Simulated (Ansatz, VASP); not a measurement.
# Ni: VASP beside Ansatz

The input INCAR:

```
SYSTEM = Ni
PREC = Accurate ; ENCUT = 520
EDIFF = 1E-8 ; ISMEAR = -1
SIGMA = 0.05 ; LREAL = .False.
LASPH = .True. ; NELM = 150
ALGO = Normal ; ISIF = 2
LWAVE = .False. ; LCHARG = .False.
ISPIN = 2 ; MAGMOM = 1.5
LORBIT = 11 ; LMAXMIX = 4
LEFG = .True. ; NBANDS = 15
```

File KPOINTS:

```
Automatic mesh
0
Gamma
  20 20 20
  0 0 0
```

The input POSCAR:

```
Ni
1.0
    0.0000000000      1.7325910000      1.7679500000
    1.7325910000      0.0000000000      1.7679500000
    1.7325910000      1.7325910000      0.0000000000
Ni
1
Direct
    0.0000000000      0.0000000000      0.0000000000
```

Input for Ansatz:

```yaml
crystal:
  lattice:
    - [0.0, 1.732591, 1.76795]
    - [1.732591, 0.0, 1.76795]
    - [1.732591, 1.732591, 0.0]
  atoms:
    - { symbol: Ni, position: [0.0, 0.0, 0.0], spin: 1.5 }
magnetization:
  spin_polarized: true
kpoints:
  mp_grid: { grid: [20, 20, 20] }
scf:
  occupations: { method: fermi_dirac, width: 0.05 }
hamiltonian:
  xc: lda
  pseudopotentials: { kind: paw }
output:
  forces: true
  stress: true
  eigenvalues: true
  efg: { contact_densities: true }
  write_density: true
  write_potential: true
  elf: true
  volumetric_format: npy
```

Change from the starting cell: equal xx and yy strain of -2 %, PAW files.

Alike in both runs: task electric field gradients; functional LDA; k mesh 20 × 20 × 20; occupations fermi-dirac, width 0.05 eV; collinear spin.

|  | VASP | Ansatz |
| --- | --- | --- |
| version | VASP 6.6.1 | Ansatz 0.2.0 |
| potentials or method | VASP PAW LDA potentials, release 64 (Ni) | PAW with Ansatz's default frozen-core files, scalar-relativistic |
| plane-wave cutoff (eV) | 520 | 420 |
| valence electrons in the cell | 10 | 18 |

Ansatz gave:

* pressure (GPa): -12.4
* traceless stress, the component that is largest in VASP (GPa): -1.75
* net moment per atom (μB): 0.62
* size of the moment on the site where the two differ most (μB): 0.65
* size of Vzz on the site where it differs most (V/Å²): 0.8

Task: Which values does VASP return?

Result: Pressure (GPa): -12.4; traceless stress, the component that is largest in VASP (GPa): -1.70; net moment per atom (μB): 0.61; size of the moment on the site where the two differ most (μB): 0.61; size of Vzz on the site where it differs most (V/Å²): 1.4.

LDA's correlation is that of Perdew and Zunger in VASP and of Perdew and Wang (1992) in Ansatz. Site moments also hang on the region over which each program counts them. VASP's potentials hold 10 valence electrons a cell and Ansatz's 18, so a difference there can come from the potentials and not from the codes.
